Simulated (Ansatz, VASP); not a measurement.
## One calculation of Pt, two programs

The input INCAR:

```
PREC     = Accurate       # precision mode
ENCUT    = 520            # plane-wave cutoff, eV
EDIFF    = 1E-6           # SCF threshold, eV
ISMEAR   = 0              # smearing method
SIGMA    = 0.15           # smearing width, eV
LREAL    = F              # projectors in reciprocal space
LASPH    = T              # aspherical terms in the spheres
NELM     = 80             # most SCF steps
ALGO     = Fast           # electronic algorithm
ISIF     = 2              # what is computed and relaxed
LWAVE    = F              # write WAVECAR
LCHARG   = F              # write CHGCAR
GGA      = PS             # functional
NBANDS   = 11             # bands
```

KPOINTS

```
Automatic mesh
0
Gamma
  26 26 26
```

The input POSCAR:

```
Pt
1.0
    0.0000000000      1.9100545869      1.8610788282
    1.9100545869      0.0000000000      1.8610788282
    1.9100545869      1.9100545869      0.0000000000
Pt
1
Direct
    0.0000000000      0.0000000000      0.0000000000
```

Input for Ansatz:

```yaml
crystal:
  lattice:
    - [0.0, 1.9100545869, 1.8610788282]
    - [1.9100545869, 0.0, 1.8610788282]
    - [1.9100545869, 1.9100545869, 0.0]
  atoms:
    - { symbol: Pt, position: [0.0, 0.0, 0.0] }
basis:
  ecutwfc: 420
kpoints:
  mp_grid: { grid: [26, 26, 26] }
hamiltonian:
  xc: pbesol
scf:
  occupations: { method: gaussian, width: 0.15 }
output:
  forces: true
  stress: true
  eigenvalues: true
```

Change from the starting cell: strain -0.025 along x and y, -0.050 along z, atoms carried along.

Alike in both runs: task single point; functional PBEsol; k mesh 26 × 26 × 26; occupations gaussian, width 0.15 eV; no spin polarisation.

|  | VASP | Ansatz |
| --- | --- | --- |
| version | VASP 6.6.1 | Ansatz 0.2.0 |
| potentials or method | VASP PAW PBE potentials, release 64 (Pt), cutoff 520 eV | scalar-relativistic, plane waves, PAW |
| valence electrons in the cell | 10 | 18 |

VASP gave:

| Property | Result |
| --- | --- |
| gap on the k mesh at the Fermi level (eV) | none |
| pressure (GPa) | 38.4 |
| traceless stress, the component that is largest in VASP (GPa) | 2.45 |

Question: Estimate Ansatz's values.

Answer: gap on the k mesh at the Fermi level (eV): none; pressure (GPa): 38.6; traceless stress, the component that is largest in VASP (GPa): 2.45.

VASP's potentials were made for PBE, not for PBEsol. A gap of «none» marks a metal or a gap that the smearing closes. Both programs put the cell under a high pressure, so it lies far from rest at this level. VASP's potentials hold 10 valence electrons a cell and Ansatz's 18, so a difference there can come from the potentials and not from the codes.

Neither program's run includes spin-orbit coupling.
